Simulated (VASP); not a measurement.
# Ga (Im-3m) in VASP: density of states with PBE

Aim: the density of states of Ga with PBE.

Program: VASP 6.6.1. These are calculated values, not measurements. Logs are shortened: lines on timing, memory, paths and dates and some standing lists are left out, and cuts for length are marked.

## Step 1: The cell of the first run

Symmetry: Im-3m, No. 229, cubic system. The conventional cell has a = 3.373 Å, b = 3.373 Å, c = 3.373 Å, α = 90.00°, β = 90.00°, γ = 90.00°. Within 3.8 Å of Ga (site symmetry m-3m) lie 14 Ga at 2.92 to 3.37 Å.

## Step 2: Density of states, PBE

The input, POSCAR:

```
Ga
1.0
   -1.6864446225      1.6864446225      1.6864446225
    1.6864446225     -1.6864446225      1.6864446225
    1.6864446225      1.6864446225     -1.6864446225
Ga
1
Direct
    0.0000000000      0.0000000000      0.0000000000
```

The input, INCAR.step1:

```
SYSTEM = Ga
PREC = Accurate
ENCUT = 520
EDIFF = 1E-6
ISMEAR = 0
SIGMA = 0.05
LREAL = .FALSE.
LASPH = .TRUE.
NELM = 60
ALGO = Normal
ISIF = 2
LWAVE = .FALSE.
LCHARG = .TRUE.
GGA = PE
NBANDS = 12
```

The input, KPOINTS.step1:

```
Automatic mesh
0
G
  18 18 18
  0 0 0
```

The input, INCAR.step2:

```
SYSTEM = Ga
PREC = Accurate
ENCUT = 520
EDIFF = 1E-6
ISMEAR = -5
SIGMA = 0.05
LREAL = .FALSE.
LASPH = .TRUE.
NELM = 60
ALGO = Normal
ISIF = 2
LWAVE = .FALSE.
LCHARG = .FALSE.
GGA = PE
LORBIT = 11
NBANDS = 12
NEDOS = 2001
ICHARG = 11
```

The input, KPOINTS.step2:

```
Automatic mesh
0
G
  27 27 27
  0 0 0
```

Potentials or basis: VASP PAW PBE potentials, release 64 (Ga_d).

The run is started by

```console
cat potpaw_PBE.64/Ga_d/POTCAR > POTCAR
cp INCAR.step1 INCAR
cp KPOINTS.step1 KPOINTS
mpirun -np 1 vasp_std > vasp.out
cp INCAR.step2 INCAR
cp KPOINTS.step2 KPOINTS
mpirun -np 1 vasp_std > vasp.out
```

OUTCAR:

```text
SYSTEM = Ga
   PREC = Accurate
   ENCUT = 520
   EDIFF = 1E-6
   ISMEAR = -5
   LREAL = .FALSE.
   LASPH = .TRUE.
   NELM = 60
   ISIF = 2
   GGA = PE
   LORBIT = 11
   ICHARG = 11

 ion  position               nearest neighbor table
   1  0.000  0.000  0.000-

  LATTYP: Found a body centered cubic cell.
 ALAT       =     3.3728892450

  Lattice vectors:

 A1 = (  -1.6864446225,   1.6864446225,   1.6864446225)
 A2 = (   1.6864446225,  -1.6864446225,   1.6864446225)
 A3 = (   1.6864446225,   1.6864446225,  -1.6864446225)

Analysis of symmetry for initial positions (statically):
=====================================================================
 Subroutine PRICEL returns:
 Original cell was already a primitive cell.

 Routine SETGRP: Setting up the symmetry group for a
 body centered cubic supercell.

 Subroutine GETGRP returns: Found 48 space group operations
 (whereof 48 operations were pure point group operations)
 out of a pool of 48 trial point group operations.

The static configuration has the point symmetry O_h .

Analysis of symmetry for dynamics (positions and initial velocities):
=====================================================================
 Subroutine PRICEL returns:
 Original cell was already a primitive cell.

 Routine SETGRP: Setting up the symmetry group for a
 body centered cubic supercell.

 Subroutine GETGRP returns: Found 48 space group operations
 (whereof 48 operations were pure point group operations)
 out of a pool of 48 trial point group operations.

The dynamic configuration has the point symmetry O_h .

 Subroutine INISYM returns: Found 48 space group operations
 (whereof 48 operations are pure point group operations),
 and found     1 'primitive' translations

----------------------------------------------------------------------------------------

                                     Primitive cell

  volume of cell :      19.1856

  direct lattice vectors                    reciprocal lattice vectors
    -1.686444623  1.686444623  1.686444623     0.000000000  0.296481719  0.296481719
     1.686444623 -1.686444623  1.686444623     0.296481719  0.000000000  0.296481719
     1.686444623  1.686444623 -1.686444623     0.296481719  0.296481719  0.000000000

  length of vectors
     2.921007770  2.921007770  2.921007770     0.419288467  0.419288467  0.419288467

  position of ions in fractional coordinates (direct lattice)
     0.000000000  0.000000000  0.000000000

  ion indices of the primitive-cell ions
   primitive index   ion index
                 1           1

----------------------------------------------------------------------------------------

 KPOINTS: Automatic mesh

Automatic generation of k-mesh.
 Grid dimensions read from file:
 generate k-points for:   27   27   27

 Generating k-lattice:

  Cartesian coordinates                     Fractional coordinates (reciprocal lattice)
     0.000000000  0.010980804  0.010980804     0.037037037  0.000000000  0.000000000
     0.010980804  0.000000000  0.010980804     0.000000000  0.037037037  0.000000000
     0.010980804  0.010980804  0.000000000     0.000000000  0.000000000  0.037037037

  Length of vectors
     0.015529202  0.015529202  0.015529202

  Shift w.r.t. Gamma in fractional coordinates (k-lattice)
     0.000000000  0.000000000  0.000000000

 TETIRR: Found  23679 inequivalent tetrahedra from   118098

 Subroutine IBZKPT returns following result:
 ===========================================

 Found    560 irreducible k-points:

 Following reciprocal coordinates:
            Coordinates               Weight
  0.000000  0.000000  0.000000      1.000000
  0.037037  0.000000  0.000000     12.000000
  0.074074  0.000000  0.000000     12.000000
  0.111111  0.000000  0.000000     12.000000
  0.148148  0.000000  0.000000     12.000000
  0.185185  0.000000  0.000000     12.000000
[... 16 lines left out ...]
  0.333333  0.037037  0.000000     48.000000
  0.370370  0.037037  0.000000     48.000000
 [... further k-points ...]
   k-points           NKPTS =    560   k-points in BZ     NKDIM =    560   number of bands    NBANDS=     12
   number of dos      NEDOS =   2001   number of ions     NIONS =      1
   total plane-waves  NPLWV =  13824
   dimension x,y,z NGX =    24 NGY =   24 NGZ =   24
   dimension x,y,z NGXF=    48 NGYF=   48 NGZF=   48
   ions per type =               1
   NGX,Y,Z   is equivalent  to a cutoff of  13.66, 13.66, 13.66 a.u.
   NGXF,Y,Z  is equivalent  to a cutoff of  27.32, 27.32, 27.32 a.u.
 SYSTEM =  Ga
   PREC   = accura    normal or accurate (medium, high low for compatibility)
   ISTART =      0    job   : 0-new  1-cont  2-samecut
   ICHARG =     11    charge: 1-file 2-atom 10-const
   ISPIN  =      1    spin polarized calculation?
   LNONCOLLINEAR =      F non collinear calculations
   LSORBIT =      F    spin-orbit coupling
   LASPH  =      T    aspherical Exc in radial PAW
   ENCUT  =  520.0 eV  38.22 Ry    6.18 a.u.   5.43  5.43  5.43*2*pi/ulx,y,z
   NELM   =     60;   NELMIN=  2; NELMDL=  0     # of ELM steps
   EDIFF  = 0.1E-05   stopping-criterion for ELM
   LREAL  =      F    real-space projection
   EDIFFG = 0.1E-04   stopping-criterion for IOM
   NSW    =      0    number of steps for IOM
   IBRION =     -1    ionic relax: 0-MD 1-quasi-New 2-CG
   NFREE  =      0    steps in history (QN), initial steepest desc. (CG)
   ISIF   =      2    stress and relaxation
   ISYM   =      2    0-nonsym 1-usesym 2-fastsym
   POTIM  = 0.5000    time-step for ionic-motion
   TEBEG  =    0.0;   TEEND  =   0.0 temperature during run
   PSTRESS=    0.0 pullay stress
   NELECT =      13.0000    total number of electrons
   NUPDOWN=      -1.0000    fix difference up-down
   EMIN   =  10.00;   EMAX   =-10.00  energy-range for DOS
   EFERMI =   0.00;   METHOD = LEGACY
   ISMEAR =    -5;   SIGMA  =   0.05  broadening in eV -4-tet -1-fermi 0-gaus
   EFERMI_NEDOS =   21; number of points for ismear=-14 and -15
   IALGO  =     38    algorithm
   IMIX   =      4    mixing-type and parameters
     AMIX     =   0.40;   BMIX     =  1.00
     AMIX_MAG =   1.60;   BMIX_MAG =  1.00
  volume/ion in A,a.u.               =      19.19       129.47
  Fermi-wavevector in a.u.,A,eV,Ry     =   1.437906  2.717249 28.131052  2.067574
  Thomas-Fermi vector in A             =   2.556932
   LORBIT       =     11    0 simple, 1 ext, 2 COOP (PROOUT), +10 PAW based schemes
   GGA     = PE    functional components
   LHFCALC =     F    Hartree Fock is set to
   AEXX    =    0.0000 exact exchange contribution
   IVDW    =     0    specifies the selected vdW correction
   LEPSILON=     F    determine dielectric tensor
   LRPA    =     F    only Hartree local field effects (RPA)
 non-spin polarized calculation
 Fermi weights with tetrahedron method with Bloechl corrections
  energy-cutoff  :      520.00
  volume of cell :       19.19
 maximum number of plane-waves:       537
 NGX is ok and might be reduce to    24

 number of electron      12.9999990 magnetization

 Free energy of the ion-electron system (eV)
  ---------------------------------------------------
  ext. energy  EPLUGINS =         0.00000000
  ---------------------------------------------------
  free energy    TOTEN  =        -2.87219298 eV

  energy without entropy =       -2.87219298  energy(sigma->0) =       -2.87219298

 E-fermi :   5.4200     XC(G=0): -10.9383

 val. band max:        5.5015636026   @ k =   0.2593   0.2593   0.0000
 cond. band min:       5.3429127784   @ k =   0.2963   0.2963   0.0000
 fundamental gap:     -0.1586508242
 Fermi energy:         5.4200376028

 k-point     1 :       0.0000    0.0000    0.0000
  band No.  band energies     occupation
      1      -9.5121      2.00000
      2      -9.5121      2.00000
      3      -9.5121      2.00000
      4      -9.3325      2.00000
      5      -9.3325      2.00000
      6      -5.5084      2.00000
      7      17.7713      0.00000
      8      17.7713      0.00000
      9      17.7713      0.00000
     10      22.4108      0.00000
     11      22.4108      0.00000
     12      22.4110      0.00000

 k-point     2 :       0.0370    0.0000    0.0000
  band No.  band energies     occupation
      1      -9.5132      2.00000
      2      -9.5113      2.00000
      3      -9.5083      2.00000
      4      -9.3336      2.00000
      5      -9.3325      2.00000
      6      -5.4716      2.00000
      7      17.4075      0.00000
      8      17.5765      0.00000
      9      17.7114      0.00000
     10      21.7179      0.00000
     11      21.7851      0.00000
     12      22.6713      0.00000

 k-point     3 :       0.0741    0.0000    0.0000
  band No.  band energies     occupation
      1      -9.5164      2.00000
      2      -9.5090      2.00000
      3      -9.4972      2.00000
      4      -9.3369      2.00000
      5      -9.3325      2.00000
      6      -5.3610      2.00000
      7      16.4448      0.00000
      8      17.0903      0.00000
      9      17.5340      0.00000
     10      20.8519      0.00000
     11      21.0144      0.00000
     12      22.3323      0.00000
[... 286 lines left out ...]
 k-point    23 :       0.3333    0.0370    0.0000
  band No.  band energies     occupation
      1      -9.5749      2.00000
      2      -9.5368      2.00000
      3      -9.3524      2.00000
      4      -9.3324      2.00000
      5      -9.2822      2.00000
      6      -2.1092      2.00000
      7       5.9622      0.03283
      8      12.7440      0.00000
      9      14.5541      0.00000
     10      17.4629      0.00000
     11      17.9273      0.00000
     12      24.0406      0.00000

 k-point    24 :       0.3704    0.0370    0.0000
  band No.  band energies     occupation
      1      -9.5816      2.00000
      2      -9.5475      2.00000
      3      -9.3485      2.00000
      4      -9.3323      2.00000
      5      -9.2574      2.00000
      6      -1.3632      2.00000
      7       4.7260      2.03588
      8      12.4586      0.00000
      9      14.3245      0.00000
     10      17.2536      0.00000
     11      17.7280      0.00000
     12      24.6956      0.00000

 [... further k-points ...]
[... 5 lines left out ...]
  --------------------------------------------------------------------------------------
  -------------------------------------------------------------------------------------
  Total        0.0406438      0.0406438      0.0406438      0.0000000      0.0000000      0.0000000
  in kB        3.3941341      3.3941341      3.3941341      0.0000000      0.0000000      0.0000000
  external PRESSURE =       3.3941341 kB  Pullay stress =       0.0000000 kB

 VOLUME and BASIS-vectors are now :
 -----------------------------------------------------------------------------
  energy-cutoff  :      520.00
  volume of cell :       19.19
      direct lattice vectors                 reciprocal lattice vectors
    -1.686444623  1.686444623  1.686444623     0.000000000  0.296481719  0.296481719
     1.686444623 -1.686444623  1.686444623     0.296481719  0.000000000  0.296481719
     1.686444623  1.686444623 -1.686444623     0.296481719  0.296481719  0.000000000

 POSITION                                       TOTAL-FORCE (eV/Angst)
 -----------------------------------------------------------------------------------
      0.00000      0.00000      0.00000         0.000000      0.000000      0.000000
 -----------------------------------------------------------------------------------
    total drift:                               -0.000000      0.000000     -0.000000

  FREE ENERGIE OF THE ION-ELECTRON SYSTEM (eV)
  ---------------------------------------------------
  free  energy   TOTEN  =        -2.8721929790 eV

  energy  without entropy=       -2.8721929790  energy(sigma->0) =       -2.87219298

 total charge

# of ion       s       p       d       tot
------------------------------------------
    1        1.043   0.516   9.954  11.513
```

Wall time 42 s (1 thread of Intel Xeon 6975P-C (Granite Rapids), shared host); peak memory 0.27 GiB.

Results:

* Valence electrons inside the program's atomic spheres: Ga 11.51

Levels at points of the mesh, in eV from the Fermi level:
| k point | band 4 | band 5 | band 6 | band 7 | band 8 | band 9 |
| --- | --- | --- | --- | --- | --- | --- |
| (0.00, 0.00, 0.00) | -14.75 | -14.75 | -10.93 | 12.35 | 12.35 | 12.35 |

Caveat: tetrahedron occupations give inexact forces and stress in metals.
